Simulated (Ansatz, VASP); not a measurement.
Two plane-wave programs on LiF

```xyz
4
Lattice="2.9641 0.0000 0.0000 -1.4820 2.5669 0.0000 0.0000 0.0000 4.5575" Properties=species:S:1:pos:R:3 pbc="T T T"
Li    0.0000    1.7113    1.7500
Li    1.4820    0.8556    4.0287
F     0.0000    1.7113    4.5166
F     1.4820    0.8556    2.2378
```

Alike in both runs: task single point; functional LDA; k mesh 9 × 9 × 6; occupations gaussian, width 0.05 eV; no spin polarisation.

|  | VASP | Ansatz |
| --- | --- | --- |
| version | VASP 6.6.1 | Ansatz 0.2.0 |
| potentials or method | VASP PAW LDA potentials, release 64 (Li_sv, F), cutoff 520 eV | scalar-relativistic, plane waves, PAW |
| valence electrons in the cell | 20 | 20 |

```csv
,VASP,Ansatz,Ansatz less VASP
gap on the k mesh at the Fermi level (eV),8.20,8.22,+0.017
least direct gap on the mesh (eV),8.20,8.22,+0.017
rms of the force components (eV/Å),0.012,0.011,-0.0015
```

LDA's correlation is that of Perdew and Zunger in VASP and of Perdew and Wang (1992) in Ansatz. Atom by atom the forces differ by 0.002 eV/Å (rms over components).

Noted on VASP's run: the cutoff is short for stress, so the pressure is rough.
